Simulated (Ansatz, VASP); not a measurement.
SiC in VASP and in Ansatz

INCAR

```
SYSTEM = SiC
  PREC = Accurate
  ENCUT = 520
  EDIFF = 1E-7
  ISMEAR = -1
  SIGMA = 0.08
  LREAL = .FALSE.
  LASPH = .TRUE.
  NELM = 100
  ALGO = Normal
  ISIF = 2
  LWAVE = .FALSE.
  LCHARG = .FALSE.
  GGA = PS
  NBANDS = 16
```

KPOINTS

```
Automatic mesh
0
G
  15 15 8
  0 0 0
```

File POSCAR:

```
SiC
1.0
    3.0759982064      0.0307599821      0.0307599821
   -1.5113601773      2.6485125978      0.0112589349
    0.0504800000      0.0504800000      5.0480000000
Si C
2 2
Direct
    0.3333333333      0.6666666667      0.0000000000
    0.6666666667      0.3333333333      0.5000000000
    0.3333333333      0.6666666667      0.3850000000
    0.6666666667      0.3333333333      0.8850000000
```

Input for Ansatz:

```yaml
crystal:
  lattice:
    - [3.0759982064, 0.0307599821, 0.0307599821]
    - [-1.5113601773, 2.6485125978, 0.0112589349]
    - [0.05048, 0.05048, 5.048]
  atoms:
    - { symbol: Si, position: [0.3333333333, 0.6666666667, 0.0] }
    - { symbol: Si, position: [0.6666666667, 0.3333333333, 0.5] }
    - { symbol: C, position: [0.3333333333, 0.6666666667, 0.385] }
    - { symbol: C, position: [0.6666666667, 0.3333333333, 0.885] }
kpoints:
  mp_grid: { grid: [15, 15, 8] }
  band_path:
    path:
      - [0.0, 0.0, 0.0]
      - [0.0, -0.5, 0.0]
      - [0.0, 0.0, 0.5]
      - [0.0, 0.0, 0.0]
      - [-0.5, 0.0, 0.0]
      - [-0.5, 0.5, -0.5]
      - [0.0, 0.0, 0.0]
      - [-0.5, 0.0, -0.5]
      - [-0.5, 0.5, 0.0]
    npoints: 5
scf:
  occupations: { method: fermi_dirac, width: 0.08 }
hamiltonian:
  xc: pbesol
  pseudopotentials: { kind: all_electron, lapw: { basis_error: 0.001 } }
output:
  forces: true
  stress: true
  eigenvalues: true
```

Change from the starting cell: equal xy, yz and zx shear strains of +2 %.

Alike in both runs: task single point; functional PBEsol; k mesh 15 × 15 × 8; occupations fermi-dirac, width 0.08 eV; no spin polarisation.

|  | VASP | Ansatz |
| --- | --- | --- |
| version | VASP 6.6.1 | Ansatz 0.2.0 |
| potentials or method | VASP PAW PBE potentials, release 64 (Si, C), cutoff 520 eV | all-electron LAPW, scalar-relativistic |

```csv
,VASP,Ansatz,Ansatz less VASP
pressure (GPa),0.8,0.4,-0.41
"traceless stress, the component that is largest in VASP (GPa)",-4.89,-4.84,+0.042
rms of the force components (eV/Å),0.462,0.458,-0.0038
```

VASP's potentials were made for PBE, not for PBEsol. Atom by atom the forces differ by 0.004 eV/Å (rms over components). Ansatz ran all-electron here, and VASP with PAW potentials.
